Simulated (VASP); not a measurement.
# SrAuN2: relaxation of cell and atoms with PBE

SrAuN2:

```
Sr Au N
1.0
     4.44843    0.00000    0.00000
     0.00000    4.44843    0.00000
     0.00000    0.00000    2.90563
Sr Au N
1 1 2
Direct
  0.50000 0.50000 0.00000
  0.00000 0.00000 0.00000
  0.00000 0.50000 0.50000
  0.50000 0.00000 0.50000
```

```yaml
Program: VASP 6.6.1
Task: relaxation of cell and atoms
Functional: PBE
Potentials_or_basis: VASP PAW PBE potentials, release 64 (Sr_sv, Au, N)
Cutoff: 600 eV
k_mesh: 4 × 4 × 6
Occupations: gaussian, width 0.1 eV
Spin: no spin polarisation
Dipole_correction: no
Further_INCAR_settings: ALGO = Normal; EDIFF = 1e-07; IBRION = 2; EDIFFG = -0.04; NSW = 90; ISIF = 3
```

The relaxed volume is 14.42 Å³/atom and the relaxed cell is a = 4.418 Å, b = 4.418 Å, c = 2.955 Å, α = 90.00°, β = 90.00°, γ = 90.00°. The space group after relaxing (to 0.05 Å) is P4/mmm (No. 123). The energy gained by relaxing is 2.0 meV/atom. The ionic steps are 3 and the pressure after relaxing is 0.0 GPa.

The path:
| step | energy change (eV) | largest force (eV/Å) | pressure (GPa) | volume (Å³) |
| --- | --- | --- | --- | --- |
| 1 | 0.0000 | 0.0000 | 0.15 | 57.50 |
| 2 | -0.0066 | 0.0000 | 0.06 | 57.61 |
| 3 | -0.0082 | 0.0000 | 0.00 | 57.69 |

Final structure:
```
CELL_PARAMETERS angstrom
4.41828 0.00000 0.00000
0.00000 4.41828 0.00000
0.00000 0.00000 2.95536
ATOMIC_POSITIONS crystal
Sr 0.50000 0.50000 0.00000
Au 0.00000 0.00000 0.00000
N 0.00000 0.50000 0.50000
N 0.50000 0.00000 0.50000
```

Levels at points of the mesh, in eV from the Fermi level:
```
           k point  band 13  band 14  band 15  band 16  band 17  band 18
(0.00, 0.00, 0.00)    -2.29    -0.50     0.05     0.05     0.23     0.56
(0.50, 0.00, 0.00)    -2.04    -1.84    -0.08     0.06     1.07     3.62
(0.50, 0.50, 0.00)    -1.52    -0.61     0.82     0.82     1.35     4.83
(0.00, 0.00, 0.50)    -1.52    -1.17    -0.22     1.29     1.29     5.08
(0.50, 0.00, 0.50)    -1.96    -1.74    -0.65    -0.12     1.20     4.00
(0.50, 0.50, 0.50)    -2.16    -2.16    -0.88     0.19     0.35     1.38
```

It used 100 s of CPU time on 1 thread of AMD EPYC 7R13 Processor (Zen 3) (shared host).

Caveat: the k points lie up to 0.36 Å⁻¹ apart in the final cell; spin-orbit coupling is left out, which moves the levels of the heavy elements.
